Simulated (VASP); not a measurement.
# Ge3Se (I4/mmm) in VASP: single point with PBE

Aim: the single point of Ge3Se with PBE.

Program: VASP 6.6.1. These are calculated values, not measurements. Logs are shortened: lines on timing, memory, paths and dates and some standing lists are left out, and cuts for length are marked.

### Step 1. The cell of the first run

Symmetry: I4/mmm, No. 139, tetragonal system. Conventional cell: a = 3.979 Å, b = 3.979 Å, c = 10.465 Å, α = 90.00°, β = 90.00°, γ = 90.00°. Ge (site symmetry 4/mmm) has 4 Se at 2.81 Å and 8 Ge at 3.29 Å within 3.7 Å. Within 3.7 Å of Ge (site symmetry -4m2) lie 8 Ge at 2.81 to 3.29 Å and 4 Se at 3.29 Å. Se (site symmetry 4/mmm) has 12 Ge at 2.81 to 3.29 Å within 3.7 Å.

### Step 2. Single point, PBE

Input file INCAR:

```
SYSTEM = Ge3Se
ALGO = Normal
EDIFF = 1E-6
ENCUT = 520
GGA = PE
ISIF = 2
ISMEAR = 0
LASPH = .TRUE.
LCHARG = .FALSE.
LREAL = .FALSE.
LWAVE = .FALSE.
NBANDS = 32
NELM = 60
PREC = Accurate
SIGMA = 0.1
```

Input file KPOINTS:

```
k-points
0
G
  16 16 16
  0 0 0
```

Input file POSCAR:

```
Ge3Se
1.0
   -1.9896857333      1.9896857333      5.2325503706
    1.9896857333     -1.9896857333      5.2325503706
    1.9896857333      1.9896857333     -5.2325503706
Ge Se
3 1
Direct
    0.5000000000      0.5000000000      0.0000000000
    0.2500000000      0.7500000000      0.5000000000
    0.7500000000      0.2500000000      0.5000000000
    0.0000000000      0.0000000000      0.0000000000
```

Potentials or basis: VASP PAW PBE potentials, release 64 (Ge_d, Se).

On the command line:

```console
> cat potpaw_PBE.64/Ge_d/POTCAR potpaw_PBE.64/Se/POTCAR > POTCAR
> mpirun -np 1 vasp_std > vasp.out
```

OUTCAR:

```text
SYSTEM = Ge3Se
   EDIFF = 1E-6
   ENCUT = 520
   GGA = PE
   ISIF = 2
   ISMEAR = 0
   LASPH = .TRUE.
   LREAL = .FALSE.
   NELM = 60
   PREC = Accurate

 ion  position               nearest neighbor table
   1  0.500  0.500  0.000-   4 2.81   4 2.81   4 2.81   4 2.81
   2  0.250  0.750  0.500-   3 2.81   3 2.81   3 2.81   3 2.81
   3  0.750  0.250  0.500-   2 2.81   2 2.81   2 2.81   2 2.81
   4  0.000  0.000  0.000-   1 2.81   1 2.81   1 2.81   1 2.81

  LATTYP: Found a body centered tetragonal cell.
 ALAT       =     3.9793714666
 C/A-ratio  =     2.6298376085

  Lattice vectors:

 A1 = (  -1.9896857333,   1.9896857333,   5.2325503706)
 A2 = (   1.9896857333,  -1.9896857333,   5.2325503706)
 A3 = (   1.9896857333,   1.9896857333,  -5.2325503706)

Analysis of symmetry for initial positions (statically):
=====================================================================
 Subroutine PRICEL returns:
 Original cell was already a primitive cell.

 Routine SETGRP: Setting up the symmetry group for a
 body centered tetragonal supercell.

 Subroutine GETGRP returns: Found 16 space group operations
 (whereof 16 operations were pure point group operations)
 out of a pool of 16 trial point group operations.

The static configuration has the point symmetry D_4h.

Analysis of symmetry for dynamics (positions and initial velocities):
=====================================================================
 Subroutine PRICEL returns:
 Original cell was already a primitive cell.

 Routine SETGRP: Setting up the symmetry group for a
 body centered tetragonal supercell.

 Subroutine GETGRP returns: Found 16 space group operations
 (whereof 16 operations were pure point group operations)
 out of a pool of 16 trial point group operations.

The dynamic configuration has the point symmetry D_4h.

 Subroutine INISYM returns: Found 16 space group operations
 (whereof 16 operations are pure point group operations),
 and found     1 'primitive' translations

----------------------------------------------------------------------------------------

                                     Primitive cell

  volume of cell :      82.8595

  direct lattice vectors                    reciprocal lattice vectors
    -1.989685733  1.989685733  5.232550371     0.000000000  0.251295967  0.095555697
     1.989685733 -1.989685733  5.232550371     0.251295967  0.000000000  0.095555697
     1.989685733  1.989685733 -5.232550371     0.251295967  0.251295967  0.000000000

  length of vectors
     5.941151573  5.941151573  5.941151573     0.268850431  0.268850431  0.355386164

  position of ions in fractional coordinates (direct lattice)
     0.500000000  0.500000000  0.000000000
     0.250000000  0.750000000  0.500000000
     0.750000000  0.250000000  0.500000000
     0.000000000  0.000000000  0.000000000

  ion indices of the primitive-cell ions
   primitive index   ion index
                 1           1
                 2           2
                 3           3
                 4           4

----------------------------------------------------------------------------------------

 KPOINTS: k-points

Automatic generation of k-mesh.
 Grid dimensions read from file:
 generate k-points for:   16   16   16

 Generating k-lattice:

  Cartesian coordinates                     Fractional coordinates (reciprocal lattice)
     0.000000000  0.015705998  0.005972231     0.062500000  0.000000000  0.000000000
     0.015705998  0.000000000  0.005972231     0.000000000  0.062500000  0.000000000
     0.015705998  0.015705998  0.000000000     0.000000000  0.000000000  0.062500000

  Length of vectors
     0.016803152  0.016803152  0.022211635

  Shift w.r.t. Gamma in fractional coordinates (k-lattice)
     0.000000000  0.000000000  0.000000000

 Subroutine IBZKPT returns following result:
 ===========================================

 Found    349 irreducible k-points:

 Following reciprocal coordinates:
            Coordinates               Weight
  0.000000  0.000000  0.000000      1.000000
  0.062500  0.000000  0.000000      8.000000
  0.125000  0.000000  0.000000      8.000000
  0.187500 -0.000000  0.000000      8.000000
  0.250000  0.000000  0.000000      8.000000
  0.312500  0.000000  0.000000      8.000000
[... 16 lines left out ...]
 -0.125000  0.062500  0.000000     16.000000
 -0.062500  0.062500  0.000000      4.000000
 [... further k-points ...]
   k-points           NKPTS =    349   k-points in BZ     NKDIM =    349   number of bands    NBANDS=     32
   number of dos      NEDOS =    301   number of ions     NIONS =      4
   total plane-waves  NPLWV = 110592
   dimension x,y,z NGX =    48 NGY =   48 NGZ =   48
   dimension x,y,z NGXF=    96 NGYF=   96 NGZF=   96
   ions per type =               3   1
   NGX,Y,Z   is equivalent  to a cutoff of  13.43, 13.43, 13.43 a.u.
   NGXF,Y,Z  is equivalent  to a cutoff of  26.86, 26.86, 26.86 a.u.
 SYSTEM =  Ge3Se
   PREC   = accura    normal or accurate (medium, high low for compatibility)
   ISTART =      0    job   : 0-new  1-cont  2-samecut
   ICHARG =      2    charge: 1-file 2-atom 10-const
   ISPIN  =      1    spin polarized calculation?
   LNONCOLLINEAR =      F non collinear calculations
   LSORBIT =      F    spin-orbit coupling
   LASPH  =      T    aspherical Exc in radial PAW
   ENCUT  =  520.0 eV  38.22 Ry    6.18 a.u.  11.05 11.05 11.05*2*pi/ulx,y,z
   NELM   =     60;   NELMIN=  2; NELMDL= -5     # of ELM steps
   EDIFF  = 0.1E-05   stopping-criterion for ELM
   LREAL  =      F    real-space projection
   EDIFFG = 0.1E-04   stopping-criterion for IOM
   NSW    =      0    number of steps for IOM
   IBRION =     -1    ionic relax: 0-MD 1-quasi-New 2-CG
   NFREE  =      0    steps in history (QN), initial steepest desc. (CG)
   ISIF   =      2    stress and relaxation
   ISYM   =      2    0-nonsym 1-usesym 2-fastsym
   POTIM  = 0.5000    time-step for ionic-motion
   TEBEG  =    0.0;   TEEND  =   0.0 temperature during run
   PSTRESS=    0.0 pullay stress
   NELECT =      48.0000    total number of electrons
   NUPDOWN=      -1.0000    fix difference up-down
   EMIN   =  10.00;   EMAX   =-10.00  energy-range for DOS
   EFERMI =   0.00;   METHOD = LEGACY
   ISMEAR =     0;   SIGMA  =   0.10  broadening in eV -4-tet -1-fermi 0-gaus
   EFERMI_NEDOS =   21; number of points for ismear=-14 and -15
   IALGO  =     38    algorithm
   IMIX   =      4    mixing-type and parameters
     AMIX     =   0.40;   BMIX     =  1.00
     AMIX_MAG =   1.60;   BMIX_MAG =  1.00
  volume/ion in A,a.u.               =      20.71       139.79
  Fermi-wavevector in a.u.,A,eV,Ry     =   1.364712  2.578932 25.340031  1.862440
  Thomas-Fermi vector in A             =   2.491004
   LORBIT       =      0    0 simple, 1 ext, 2 COOP (PROOUT), +10 PAW based schemes
   GGA     = PE    functional components
   LHFCALC =     F    Hartree Fock is set to
   AEXX    =    0.0000 exact exchange contribution
   IVDW    =     0    specifies the selected vdW correction
   LEPSILON=     F    determine dielectric tensor
   LRPA    =     F    only Hartree local field effects (RPA)
 non-spin polarized calculation
 Gauss-broadening in eV      SIGMA  =   0.10
  energy-cutoff  :      520.00
  volume of cell :       82.86
 maximum number of plane-waves:      2274
 NGX is ok and might be reduce to    48
   NGX = 21   NGY = 21   NGZ = 21

 number of electron      48.0000009 magnetization

 Free energy of the ion-electron system (eV)
  ---------------------------------------------------
  ext. energy  EPLUGINS =         0.00000000
  ---------------------------------------------------
  free energy    TOTEN  =       -15.91278172 eV

  energy without entropy =      -15.90341086  energy(sigma->0) =      -15.90809629

 E-fermi :   5.9004     XC(G=0): -10.7135

 val. band max:        5.8923621501   @ k =   0.4375   0.3750   0.0000
 cond. band min:       5.9012059380   @ k =  -0.2500   0.3750   0.0625
 fundamental gap:      0.0088437878
 Fermi energy:         5.9003734846

 k-point     1 :       0.0000    0.0000    0.0000
  band No.  band energies     occupation
      1     -19.1233      2.00000
      2     -19.1233      2.00000
      3     -19.0947      2.00000
      4     -19.0947      2.00000
      5     -19.0911      2.00000
      6     -19.0046      2.00000
[... 24 lines left out ...]
     31      13.3721      0.00000
     32      13.8196      0.00000

 k-point     2 :       0.0625    0.0000    0.0000
  band No.  band energies     occupation
      1     -19.1234      2.00000
      2     -19.1231      2.00000
      3     -19.0948      2.00000
      4     -19.0948      2.00000
      5     -19.0910      2.00000
      6     -19.0037      2.00000
[... 24 lines left out ...]
     31      13.1815      0.00000
     32      13.6465      0.00000

 k-point     3 :       0.1250    0.0000    0.0000
  band No.  band energies     occupation
      1     -19.1238      2.00000
      2     -19.1227      2.00000
      3     -19.0951      2.00000
      4     -19.0949      2.00000
      5     -19.0908      2.00000
      6     -19.0011      2.00000
[... 24 lines left out ...]
     31      12.7272      0.00000
     32      13.0517      0.00000

 k-point     4 :       0.1875   -0.0000    0.0000
  band No.  band energies     occupation
      1     -19.1243      2.00000
      2     -19.1221      2.00000
      3     -19.0954      2.00000
      4     -19.0950      2.00000
      5     -19.0905      2.00000
      6     -18.9968      2.00000
[... 24 lines left out ...]
     31      12.1813      0.00000
     32      12.4140      0.00000

 k-point     5 :       0.2500    0.0000    0.0000
  band No.  band energies     occupation
      1     -19.1249      2.00000
      2     -19.1215      2.00000
      3     -19.0959      2.00000
      4     -19.0952      2.00000
      5     -19.0901      2.00000
      6     -18.9911      2.00000
[... 584 lines left out ...]
     31      12.1970      0.00000
     32      12.5339      0.00000

 k-point    22 :      -0.1875    0.0625   -0.0000
  band No.  band energies     occupation
      1     -19.1244      2.00000
      2     -19.1219      2.00000
      3     -19.0953      2.00000
      4     -19.0950      2.00000
      5     -19.0904      2.00000
      6     -18.9984      2.00000
[... 24 lines left out ...]
     31      12.6994      0.00000
     32      12.8018      0.00000

 k-point    23 :      -0.1250    0.0625    0.0000
  band No.  band energies     occupation
      1     -19.1239      2.00000
      2     -19.1225      2.00000
      3     -19.0950      2.00000
      4     -19.0948      2.00000
      5     -19.0907      2.00000
      6     -19.0019      2.00000
[... 24 lines left out ...]
     31      13.2269      0.00000
     32      13.3226      0.00000

 k-point    24 :      -0.0625    0.0625    0.0000
  band No.  band energies     occupation
      1     -19.1235      2.00000
      2     -19.1230      2.00000
      3     -19.0948      2.00000
      4     -19.0948      2.00000
      5     -19.0909      2.00000
      6     -19.0035      2.00000
[... 24 lines left out ...]
     31      13.4211      0.00000
     32      13.6289      0.00000

 [... further k-points ...]
[... 5 lines left out ...]
  --------------------------------------------------------------------------------------
  -------------------------------------------------------------------------------------
  Total        0.0148574      0.0148574      0.0317989      0.0000000     -0.0000000      0.0000000
  in kB        0.2872829      0.2872829      0.6148654      0.0000000     -0.0000000      0.0000000
  external PRESSURE =       0.3964771 kB  Pullay stress =       0.0000000 kB

 VOLUME and BASIS-vectors are now :
 -----------------------------------------------------------------------------
  energy-cutoff  :      520.00
  volume of cell :       82.86
      direct lattice vectors                 reciprocal lattice vectors
    -1.989685733  1.989685733  5.232550371     0.000000000  0.251295967  0.095555697
     1.989685733 -1.989685733  5.232550371     0.251295967  0.000000000  0.095555697
     1.989685733  1.989685733 -5.232550371     0.251295967  0.251295967  0.000000000

 POSITION                                       TOTAL-FORCE (eV/Angst)
 -----------------------------------------------------------------------------------
      0.00000      0.00000      5.23255         0.000000     -0.000000      0.000000
      1.98969      0.00000      2.61628        -0.000000      0.000000     -0.000000
      0.00000      1.98969      2.61628         0.000000     -0.000000     -0.000000
      0.00000      0.00000      0.00000         0.000000     -0.000000      0.000000
 -----------------------------------------------------------------------------------
    total drift:                                0.000000     -0.000000      0.000000

  FREE ENERGIE OF THE ION-ELECTRON SYSTEM (eV)
  ---------------------------------------------------
  free  energy   TOTEN  =       -15.9127817162 eV

  energy  without entropy=      -15.9034108627  energy(sigma->0) =      -15.90809629
```

Wall time 12 min (1 thread of Intel Xeon Platinum 8488C (Sapphire Rapids), shared host); peak memory 0.89 GiB.

Results:

- Free energy: -15.9128 eV
- Pressure: 0.0 GPa
- Band gap on the k mesh: zero (bands 24 and 25 overlap by 1.42 eV)

Levels at points of the mesh, in eV from the Fermi level:
```
           k point  band 20  band 21  band 22  band 23  band 24  band 25  band 26  band 27  band 28  band 29
(0.00, 0.00, 0.00)    -4.03    -3.58    -3.58    -1.72    -1.72    -0.06     1.08     4.02     4.02     4.88
(0.50, 0.00, 0.00)    -2.85    -2.45    -2.12    -0.82    -0.29     0.53     1.24     1.57     1.64     1.92
(0.50, 0.50, 0.00)    -6.13    -5.31    -4.35    -3.42    -1.98    -0.52     2.08     2.50     6.13     6.40
(0.50, 0.50, 0.50)    -4.08    -4.08    -1.94    -0.55    -0.55    -0.36     1.70     2.83     4.58     4.61
```
